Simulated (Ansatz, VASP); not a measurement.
**NaF in VASP and in Ansatz**

The input INCAR:

```
SYSTEM = NaF
PREC     = Accurate       ! precision mode
ENCUT    = 520            ! plane-wave cutoff, eV
EDIFF    = 1E-7           ! SCF threshold, eV
ISMEAR   = 0              ! smearing method
SIGMA    = 0.05           ! smearing width, eV
LREAL    = .False.        ! projectors in reciprocal space
LASPH    = .True.         ! aspherical terms in the spheres
NELM     = 80             ! most SCF steps
ALGO     = Normal         ! electronic algorithm
ISIF     = 2              ! what is computed and relaxed
LWAVE    = .False.        ! write WAVECAR
LCHARG   = .True.         ! write CHGCAR
GGA      = PE             ! functional
LELF     = .True.         ! ELF
LVHAR    = .True.       
NBANDS   = 14             ! bands
```

The input KPOINTS:

```
Automatic mesh
0
Gamma
  8 8 8
  0 0 0
```

File POSCAR:

```
NaF
1.0
    0.0000000000      2.3233000000      2.2536010000
    2.3233000000      0.0000000000      2.2536010000
    2.3233000000      2.3233000000      0.0000000000
Na F
1 1
Direct
    0.0000000000      0.0000000000      0.0000000000
    0.5000000000      0.5000000000      0.5000000000
```

Input for Ansatz:

```yaml
crystal:
  lattice:
    - [0.0, 2.3233, 2.253601]
    - [2.3233, 0.0, 2.253601]
    - [2.3233, 2.3233, 0.0]
  atoms:
    - { symbol: Na, position: [0.0, 0.0, 0.0] }
    - { symbol: F, position: [0.5, 0.5, 0.5] }
basis:
  ecutwfc: 420
kpoints:
  mp_grid: { grid: [8, 8, 8] }
hamiltonian:
  xc: pbe
scf:
  occupations: { method: gaussian, width: 0.05 }
output:
  forces: true
  stress: true
  eigenvalues: true
```

Change from the starting cell: strain +0.000 along x and y, -0.030 along z, atoms carried along.

Alike in both runs: task single point; functional PBE; k mesh 8 × 8 × 8; occupations gaussian, width 0.05 eV; no spin polarisation.

```csv
,VASP,Ansatz
version,VASP 6.6.1,Ansatz 0.2.0
potentials or method,"VASP PAW PBE potentials, release 64 (Na_pv, F), cutoff 520 eV","scalar-relativistic, plane waves, PAW"
valence electrons in the cell,14,16
```

VASP gave:

| Quantity | Value |
| --- | --- |
| gap on the k mesh at the Fermi level (eV) | 6.42 |
| least direct gap on the mesh (eV) | 6.42 |
| pressure (GPa) | 3.4 |
| traceless stress, the component that is largest in VASP (GPa) | 2.15 |

Problem. Which values does Ansatz return?

Solution. gap on the k mesh at the Fermi level (eV): 6.44; least direct gap on the mesh (eV): 6.44; pressure (GPa): 3.5; traceless stress, the component that is largest in VASP (GPa): 2.09.

VASP's potentials hold 14 valence electrons a cell and Ansatz's 16, so a difference there can come from the potentials and not from the codes.
